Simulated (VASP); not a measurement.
Wanted: the native input for a VASP 6.6.1 run.

```
Task                   : single point
Functional             : PBE
Potentials or basis    : VASP PAW PBE potentials, release 64 (Ge_d)
Cutoff                 : 520 eV
k mesh                 : 16 × 16 × 16
Occupations            : gaussian, width 0.15 eV
Spin                   : no spin polarisation
Dipole correction      : no
Further INCAR settings : ALGO = Normal; EDIFF = 1e-07; NBANDS = 21
```

The structure of Ge lies in POSCAR:

```
Ge
1.0
    0.0000000000      2.5918897254      3.3694566430
    2.5918897254      0.0000000000      3.3694566430
    2.5918897254      2.5918897254      0.0000000000
Ge
2
Direct
    0.5000000000      0.5000000000      0.5000000000
    0.7500000000      0.7500000000      0.7500000000
```

This cell differs from its parent crystal: ratio of the length along z to the lengths across it x 1.3, volume and fractional coordinates fixed.

These files were run (other wordings do the same):

INCAR

```
SYSTEM = Ge
PREC = Accurate
ENCUT = 520
EDIFF = 1E-7
ISMEAR = 0
SIGMA = 0.15
LREAL = .FALSE.
LASPH = .TRUE.
NELM = 80
ALGO = Normal
ISIF = 2
LWAVE = .FALSE.
LCHARG = .TRUE.
GGA = PE
LELF = .TRUE.
LVHAR = .TRUE.
NBANDS = 21
```

KPOINTS

```
Automatic mesh
0
G
  16 16 16
  0 0 0
```

Potentials or basis: VASP PAW PBE potentials, release 64 (Ge_d).

Command:

```console
$ cat potpaw_PBE.64/Ge_d/POTCAR > POTCAR
$ mpirun -np 1 vasp_std > vasp.out
```

It gave:

```yaml
Pressure: 4.0 GPa
Band_gap_on_the_k_mesh: zero (bands 14 and 15 overlap by 1.01 eV)
```

Caveat: the stress differs along the axes, from -8 to 10 GPa.

It took 2.5 min on 1 thread of AMD EPYC 9R45 96-Core Processor (Zen 5), with other jobs on the host, peak memory 0.34 GiB.
